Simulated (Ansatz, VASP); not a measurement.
Two plane-wave programs on YN

INCAR

```
ALGO = Normal ; EDIFF = 1E-8
ENCUT = 520 ; GGA = PE
GGA_COMPAT = F ; ISIF = 2
ISMEAR = -1 ; LASPH = T
LCHARG = F ; LEFG = T
LREAL = F ; LWAVE = F
NBANDS = 15 ; NELM = 120
PREC = Accurate ; SIGMA = 0.03
```

Contents of KPOINTS:

```
k-points
0
Gamma
  9 9 9
```

The input POSCAR:

```
YN
1.0
    0.0000000000      2.4138670027      2.4138670027
    2.4138670027      0.0000000000      2.4138670027
    2.4138670027      2.4138670027      0.0000000000
Y N
1 1
Direct
    0.0000000000      0.0000000000      0.0000000000
    0.5000000000      0.5000000000      0.5000000000
```

Input for Ansatz:

```yaml
crystal:
  lattice:
    - [0.0, 2.4138670027, 2.4138670027]
    - [2.4138670027, 0.0, 2.4138670027]
    - [2.4138670027, 2.4138670027, 0.0]
  atoms:
    - { symbol: "Y", position: [0.0, 0.0, 0.0] }
    - { symbol: "N", position: [0.5, 0.5, 0.5] }
kpoints:
  mp_grid: { grid: [9, 9, 9] }
scf:
  occupations: { method: fermi_dirac, width: 0.03 }
hamiltonian:
  xc: pbe
  pseudopotentials: { kind: paw }
output:
  forces: true
  stress: true
  eigenvalues: true
  efg: { contact_densities: true }
```

Change from the starting cell: volume scaled by 0.97, PAW files.

Alike in both runs: task electric field gradients; functional PBE; k mesh 9 × 9 × 9; occupations fermi-dirac, width 0.03 eV; no spin polarisation.

|  | VASP | Ansatz |
| --- | --- | --- |
| version | VASP 6.6.1 | Ansatz 0.2.0 |
| potentials or method | VASP PAW PBE potentials, release 64 (Y_sv, N) | PAW with Ansatz's default frozen-core files, scalar-relativistic |
| plane-wave cutoff (eV) | 520 | 420 |
| valence electrons in the cell | 16 | 16 |

|  | VASP | Ansatz | Ansatz less VASP |
| --- | --- | --- | --- |
| pressure (GPa) | 8.3 | 8.5 | +0.20 |

With one functional, cell and mesh, what is left measures potentials, basis and numerics.
